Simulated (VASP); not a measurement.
Runs of VASP 6.6.1 on MgO. The structure is that of space group P-6m2 (No. 187), or close to it. The cells are those of the table. 

| cell | gap on the mesh (eV) | pressure (GPa) | largest force (eV/Å) |
| --- | --- | --- | --- |
| a = 2.938, b = 2.839, c = 2.680 Å, angles 90.0, 90.0, 121.2°, 2 atoms | 3.14 | -5.3 | 0.03 |
| a = 2.938, b = 3.054, c = 2.680 Å, angles 90.0, 90.0, 118.7°, 2 atoms | 2.40 | (c) | 0.10 |
| a = 2.938, b = 2.905, c = 2.680 Å, angles 90.0, 90.0, 120.4°, 2 atoms | 3.08 | (a) | - |
| a = 2.938, b = 3.038, c = 2.680 Å, angles 90.0, 90.0, 118.9°, 2 atoms | 2.48 | (b) | 0.08 |
| a = 2.938, b = 2.807, c = 2.680 Å, angles 90.0, 90.0, 121.6°, 2 atoms | 3.17 | -3.0 | 0.06 |
| a = 2.938, b = 2.971, c = 2.680 Å, angles 90.0, 90.0, 119.6°, 2 atoms | 2.79 | -12.5 | 0.02 |
| a = 2.938, b = 3.004, c = 2.680 Å, angles 90.0, 90.0, 119.3°, 2 atoms | 2.64 | -13.9 | 0.04 |
| a = 2.938, b = 2.872, c = 2.680 Å, angles 90.0, 90.0, 120.8°, 2 atoms | 3.11 | -7.4 | - |

Alike in all rows: task single point; level LDA; potentials or basis VASP PAW LDA potentials, release 64 (Mg, O); no spin polarisation; k mesh 9 × 9 × 8; cutoff (eV) 520; smearing gaussian 0.05 eV.

Q: Fill in the values left out.

A: (a) -9.3; (b) -15.1; (c) -15.7.

A k mesh can miss the band edges.
